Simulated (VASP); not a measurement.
# CsNiN (P-6m2) in VASP: notebook

CsNiN is run at these levels: PBEsol; tasks: single point.

Everything below comes from runs of VASP 6.6.1. Logs are shortened: lines on timing, memory, paths and dates and some standing lists are left out, and cuts for length are marked.

## 1. The cell of the first run

Symmetry: P-6m2, No. 187, hexagonal system. Conventional cell: a = 5.537 Å, b = 5.537 Å, c = 3.447 Å, α = 90.00°, β = 90.00°, γ = 120.00°. Within 4.2 Å of Cs (site symmetry -6m2) lie 3 N at 3.20 Å and 2 Cs at 3.45 Å and 6 Ni at 3.63 Å. Ni (site symmetry -6m2) has 2 N at 1.72 Å within 2.3 Å. N (site symmetry -6m2) has 2 Ni at 1.72 Å within 2.3 Å.

## 2. Single point, PBEsol, collinear spin, zero start

The input, INCAR:

```
ALGO = Normal
EDIFF = 1E-6
ENCUT = 520
GGA = PS
ISIF = 2
ISMEAR = -1
ISPIN = 2
LASPH = True
LCHARG = False
LMAXMIX = 4
LORBIT = 11
LREAL = False
LWAVE = False
MAGMOM = 0 0 0
NBANDS = 23
NELM = 150
NUPDOWN = 0.0
PREC = Accurate
SIGMA = 0.1
```

The input, KPOINTS:

```
k-points
0
Gamma
  6 6 9
```

The input, POSCAR:

```
CsNiN
1.0
    5.5369660000      0.0000000000      0.0000000000
   -2.7684830000      4.7951532159      0.0000000000
    0.0000000000      0.0000000000      3.4466570000
Cs Ni N
1 1 1
Direct
    0.6666670000      0.3333330000      0.5000000000
    0.3333330000      0.6666670000      0.0000000000
    0.3333330000      0.6666670000      0.5000000000
```

Potentials or basis: VASP PAW PBE potentials, release 64 (Cs_sv, Ni, N).

The run is started by

```bash
$ cat potpaw_PBE.64/Cs_sv/POTCAR potpaw_PBE.64/Ni/POTCAR potpaw_PBE.64/N/POTCAR > POTCAR
$ mpirun -np 1 vasp_std > vasp.out
```

OUTCAR:

```text
EDIFF = 1E-6
   ENCUT = 520
   GGA = PS
   ISIF = 2
   ISMEAR = -1
   ISPIN = 2
   LASPH = True
   LORBIT = 11
   LREAL = False
   NELM = 150
   NUPDOWN = 0.0
   PREC = Accurate

 ion  position               nearest neighbor table
   1  0.667  0.333  0.500-
   2  0.333  0.667  0.000-   3 1.72   3 1.72
   3  0.333  0.667  0.500-   2 1.72   2 1.72

  LATTYP: Found a hexagonal cell.
 ALAT       =     5.5369660000
 C/A-ratio  =     0.6224811566

  Lattice vectors:

 A1 = (   5.5369660000,   0.0000000000,   0.0000000000)
 A2 = (  -2.7684830000,   4.7951532159,   0.0000000000)
 A3 = (   0.0000000000,   0.0000000000,   3.4466570000)

Analysis of symmetry for initial positions (statically):
=====================================================================
 Subroutine PRICEL returns:
 Original cell was already a primitive cell.

 Routine SETGRP: Setting up the symmetry group for a
 hexagonal supercell.

 Subroutine GETGRP returns: Found 12 space group operations
 (whereof 12 operations were pure point group operations)
 out of a pool of 24 trial point group operations.

The static configuration has the point symmetry D_3h.

Analysis of symmetry for dynamics (positions and initial velocities):
=====================================================================
 Subroutine PRICEL returns:
 Original cell was already a primitive cell.

 Routine SETGRP: Setting up the symmetry group for a
 hexagonal supercell.

 Subroutine GETGRP returns: Found 12 space group operations
 (whereof 12 operations were pure point group operations)
 out of a pool of 24 trial point group operations.

The dynamic configuration has the point symmetry D_3h.

Analysis of structural, dynamic, and magnetic symmetry:
=====================================================================
 Subroutine PRICEL returns:
 Original cell was already a primitive cell.

 Routine SETGRP: Setting up the symmetry group for a
 hexagonal supercell.

 Subroutine GETGRP returns: Found 12 space group operations
 (whereof 12 operations were pure point group operations)
 out of a pool of 24 trial point group operations.

The overall configuration has the point symmetry D_3h.

 Subroutine INISYM returns: Found 12 space group operations
 (whereof 12 operations are pure point group operations),
 and found     1 'primitive' translations

----------------------------------------------------------------------------------------

                                     Primitive cell

  volume of cell :      91.5108

  direct lattice vectors                    reciprocal lattice vectors
     5.536966000  0.000000000  0.000000000     0.180604324  0.104271955  0.000000000
    -2.768483000  4.795153216  0.000000000     0.000000000  0.208543910  0.000000000
     0.000000000  0.000000000  3.446657000     0.000000000  0.000000000  0.290136210

  length of vectors
     5.536966000  5.536966000  3.446657000     0.208543910  0.208543910  0.290136210

  position of ions in fractional coordinates (direct lattice)
     0.666667000  0.333333000  0.500000000
     0.333333000  0.666667000  0.000000000
     0.333333000  0.666667000  0.500000000

  ion indices of the primitive-cell ions
   primitive index   ion index
                 1           1
                 2           2
                 3           3

----------------------------------------------------------------------------------------

 KPOINTS: k-points

Automatic generation of k-mesh.
 Grid dimensions read from file:
 generate k-points for:    6    6    9

 Generating k-lattice:

  Cartesian coordinates                     Fractional coordinates (reciprocal lattice)
     0.030100721  0.017378659  0.000000000     0.166666667  0.000000000  0.000000000
     0.000000000  0.034757318  0.000000000     0.000000000  0.166666667  0.000000000
     0.000000000  0.000000000  0.032237357     0.000000000  0.000000000  0.111111111

  Length of vectors
     0.034757318  0.034757318  0.032237357

  Shift w.r.t. Gamma in fractional coordinates (k-lattice)
     0.000000000  0.000000000  0.000000000

 Subroutine IBZKPT returns following result:
 ===========================================

 Found     35 irreducible k-points:

 Following reciprocal coordinates:
            Coordinates               Weight
  0.000000  0.000000  0.000000      1.000000
  0.166667  0.000000  0.000000      6.000000
  0.333333  0.000000  0.000000      6.000000
  0.500000  0.000000  0.000000      3.000000
  0.166667  0.166667  0.000000      6.000000
  0.333333  0.166667  0.000000     12.000000
[... 16 lines left out ...]
  0.166667  0.000000  0.333333     12.000000
  0.333333  0.000000  0.333333     12.000000
 [... further k-points ...]
   k-points           NKPTS =     35   k-points in BZ     NKDIM =     35   number of bands    NBANDS=     23
   number of dos      NEDOS =    301   number of ions     NIONS =      3
   total plane-waves  NPLWV =  49392
   dimension x,y,z NGX =    42 NGY =   42 NGZ =   28
   dimension x,y,z NGXF=    84 NGYF=   84 NGZF=   56
   ions per type =               1   1   1
   NGX,Y,Z   is equivalent  to a cutoff of  12.61, 12.61, 13.51 a.u.
   NGXF,Y,Z  is equivalent  to a cutoff of  25.22, 25.22, 27.01 a.u.
 SYSTEM =  unknown system
   PREC   = accura    normal or accurate (medium, high low for compatibility)
   ISTART =      0    job   : 0-new  1-cont  2-samecut
   ICHARG =      2    charge: 1-file 2-atom 10-const
   ISPIN  =      2    spin polarized calculation?
   LNONCOLLINEAR =      F non collinear calculations
   LSORBIT =      F    spin-orbit coupling
   LASPH  =      T    aspherical Exc in radial PAW
   ENCUT  =  520.0 eV  38.22 Ry    6.18 a.u.  10.30 10.30  6.41*2*pi/ulx,y,z
   NELM   =    150;   NELMIN=  2; NELMDL= -5     # of ELM steps
   EDIFF  = 0.1E-05   stopping-criterion for ELM
   LREAL  =      F    real-space projection
[... 7 lines left out ...]
   TEBEG  =    0.0;   TEEND  =   0.0 temperature during run
   PSTRESS=    0.0 pullay stress
   NELECT =      24.0000    total number of electrons
   NUPDOWN=       0.0000    fix difference up-down
   EMIN   =  10.00;   EMAX   =-10.00  energy-range for DOS
   EFERMI =   0.00;   METHOD = LEGACY
   ISMEAR =    -1;   SIGMA  =   0.10  broadening in eV -4-tet -1-fermi 0-gaus
   EFERMI_NEDOS =   21; number of points for ismear=-14 and -15
   IALGO  =     38    algorithm
   IMIX   =      4    mixing-type and parameters
     AMIX     =   0.40;   BMIX     =  1.00
     AMIX_MAG =   1.60;   BMIX_MAG =  1.00
  volume/ion in A,a.u.               =      30.50       205.85
  Fermi-wavevector in a.u.,A,eV,Ry     =   1.047903  1.980250 14.940569  1.098101
  Thomas-Fermi vector in A             =   2.182803
   LORBIT       =     11    0 simple, 1 ext, 2 COOP (PROOUT), +10 PAW based schemes
   GGA     = PS    functional components
   LHFCALC =     F    Hartree Fock is set to
   AEXX    =    0.0000 exact exchange contribution
   IVDW    =     0    specifies the selected vdW correction
   LEPSILON=     F    determine dielectric tensor
   LRPA    =     F    only Hartree local field effects (RPA)
 spin polarized calculation
  energy-cutoff  :      520.00
  volume of cell :       91.51
 maximum number of plane-waves:      2492
 NGX is ok and might be reduce to    42
   NGX = 21   NGY = 21   NGZ = 13

 number of electron      24.0000010 magnetization      -0.0000000

 number of electron      24.0000010 magnetization       0.0000000

 Free energy of the ion-electron system (eV)
  ---------------------------------------------------
  ext. energy  EPLUGINS =         0.00000000
  ---------------------------------------------------
  free energy    TOTEN  =       -15.31417984 eV

  energy without entropy =      -15.26734070  energy(sigma->0) =      -15.29076027

 E-fermi :   1.1235     XC(G=0):  -7.8155

 val. band max:        1.1125323685   @ k =   0.5000   0.0000   0.2222
 cond. band min:       1.7934240092   @ k =   0.5000   0.0000   0.3333
 fundamental gap:      0.6808916407
 Fermi energy:         1.1235402179

 spin component 1

 k-point     1 :       0.0000    0.0000    0.0000
  band No.  band energies     occupation
      1     -20.9212      1.00000
      2     -12.8015      1.00000
      3      -7.6893      1.00000
      4      -7.6893      1.00000
      5      -6.3732      1.00000
      6      -0.9507      1.00000
[... 15 lines left out ...]
     22      10.0394      0.00000
     23      12.4069      0.00000

 k-point     2 :       0.1667    0.0000    0.0000
  band No.  band energies     occupation
      1     -20.9191      1.00000
      2     -12.8198      1.00000
      3      -7.7022      1.00000
      4      -7.6732      1.00000
      5      -6.3712      1.00000
      6      -1.0540      1.00000
[... 15 lines left out ...]
     22      10.0124      0.00000
     23      12.2519      0.00000

 k-point     3 :       0.3333    0.0000    0.0000
  band No.  band energies     occupation
      1     -20.9148      1.00000
      2     -12.8557      1.00000
      3      -7.7278      1.00000
      4      -7.6431      1.00000
      5      -6.3672      1.00000
      6      -1.0848      1.00000
[... 15 lines left out ...]
     22      10.5852      0.00000
     23      11.9963      0.00000
[... 495 lines left out ...]
 k-point    23 :       0.1667    0.0000    0.3333
  band No.  band energies     occupation
      1     -20.6154      1.00000
      2     -12.0529      1.00000
      3      -8.5532      1.00000
      4      -7.3715      1.00000
      5      -7.3336      1.00000
      6      -4.2685      1.00000
[... 15 lines left out ...]
     22      11.2814      0.00000
     23      11.5545      0.00000

 k-point    24 :       0.3333    0.0000    0.3333
  band No.  band energies     occupation
      1     -20.6119      1.00000
      2     -12.0911      1.00000
      3      -8.5387      1.00000
      4      -7.3964      1.00000
      5      -7.2848      1.00000
      6      -4.2784      1.00000
[... 15 lines left out ...]
     22      10.6262      0.00000
     23      11.7784      0.00000

 [... further k-points ...]

 spin component 2

 k-point     1 :       0.0000    0.0000    0.0000
  band No.  band energies     occupation
      1     -20.9212      1.00000
      2     -12.8015      1.00000
      3      -7.6893      1.00000
      4      -7.6893      1.00000
      5      -6.3732      1.00000
      6      -0.9507      1.00000
[... 15 lines left out ...]
     22      10.0394      0.00000
     23      12.4069      0.00000

 k-point     2 :       0.1667    0.0000    0.0000
  band No.  band energies     occupation
      1     -20.9191      1.00000
      2     -12.8198      1.00000
      3      -7.7022      1.00000
      4      -7.6732      1.00000
      5      -6.3712      1.00000
      6      -1.0540      1.00000
[... 15 lines left out ...]
     22      10.0124      0.00000
     23      12.2519      0.00000

 k-point     3 :       0.3333    0.0000    0.0000
  band No.  band energies     occupation
      1     -20.9148      1.00000
      2     -12.8557      1.00000
      3      -7.7278      1.00000
      4      -7.6431      1.00000
      5      -6.3672      1.00000
      6      -1.0848      1.00000
[... 15 lines left out ...]
     22      10.5852      0.00000
     23      11.9963      0.00000
[... 495 lines left out ...]
 k-point    23 :       0.1667    0.0000    0.3333
  band No.  band energies     occupation
      1     -20.6154      1.00000
      2     -12.0529      1.00000
      3      -8.5532      1.00000
      4      -7.3715      1.00000
      5      -7.3336      1.00000
      6      -4.2685      1.00000
[... 15 lines left out ...]
     22      11.2814      0.00000
     23      11.5545      0.00000

 k-point    24 :       0.3333    0.0000    0.3333
  band No.  band energies     occupation
      1     -20.6119      1.00000
      2     -12.0911      1.00000
      3      -8.5387      1.00000
      4      -7.3964      1.00000
      5      -7.2848      1.00000
      6      -4.2784      1.00000
[... 15 lines left out ...]
     22      10.6262      0.00000
     23      11.7784      0.00000

 [... further k-points ...]
[... 5 lines left out ...]
  --------------------------------------------------------------------------------------
  -------------------------------------------------------------------------------------
  Total       -0.5964498     -0.5964498     -2.1747348      0.0000000      0.0000000      0.0000000
  in kB      -10.4426822    -10.4426822    -38.0754003      0.0000000      0.0000000      0.0000000
  external PRESSURE =     -19.6535882 kB  Pullay stress =       0.0000000 kB

 VOLUME and BASIS-vectors are now :
 -----------------------------------------------------------------------------
  energy-cutoff  :      520.00
  volume of cell :       91.51
      direct lattice vectors                 reciprocal lattice vectors
     5.536966000  0.000000000  0.000000000     0.180604324  0.104271955  0.000000000
    -2.768483000  4.795153216  0.000000000     0.000000000  0.208543910  0.000000000
     0.000000000  0.000000000  3.446657000     0.000000000  0.000000000  0.290136210

 POSITION                                       TOTAL-FORCE (eV/Angst)
 -----------------------------------------------------------------------------------
      2.76849      1.59838      1.72333        -0.000000      0.000000      0.000000
     -0.00000      3.19677      0.00000         0.000000      0.000000      0.000000
     -0.00000      3.19677      1.72333        -0.000000      0.000000      0.000000
 -----------------------------------------------------------------------------------
    total drift:                                0.002054     -0.001186      0.000000

  FREE ENERGIE OF THE ION-ELECTRON SYSTEM (eV)
  ---------------------------------------------------
  free  energy   TOTEN  =       -15.3141798418 eV

  energy  without entropy=      -15.2673407035  energy(sigma->0) =      -15.29076027

 total charge

# of ion       s       p       d       tot
------------------------------------------
    1        1.847   4.679   0.055   6.580
    2        0.626   0.623   8.321   9.569
    3        1.274   2.328   0.000   3.602
--------------------------------------------------
tot          3.747   7.630   8.376  19.752

 magnetization (x)

# of ion       s       p       d       tot
------------------------------------------
    1        0.000  -0.000   0.000  -0.000
    2        0.000   0.000   0.000   0.000
    3       -0.000  -0.000   0.000  -0.000
--------------------------------------------------
tot          0.000  -0.000   0.000   0.000
```

Run time: 99 s. Hardware: 1 thread of Intel Xeon 6975P-C (Granite Rapids), shared host; peak memory 0.33 GiB.

What came out:

```yaml
Free_energy: -15.3142 eV
Pressure: -2.0 GPa
Net_moment: 0.00 μB per cell
Valence_electrons_inside_the_program's_atomic_spheres: Cs 6.58; Ni 9.57; N 3.60
```

Stress tensor (GPa, compression positive):
```
-1.04  0.00  0.00
 0.00 -1.04  0.00
 0.00  0.00 -3.81
```

Caveat: the PAW data sets were made with another functional, which shifts forces and pressure a little; spin-orbit coupling is left out, which moves the levels of the heavy elements; the total moment is fixed, so each spin has its own Fermi level.

(Continued in part 2 of 2.)
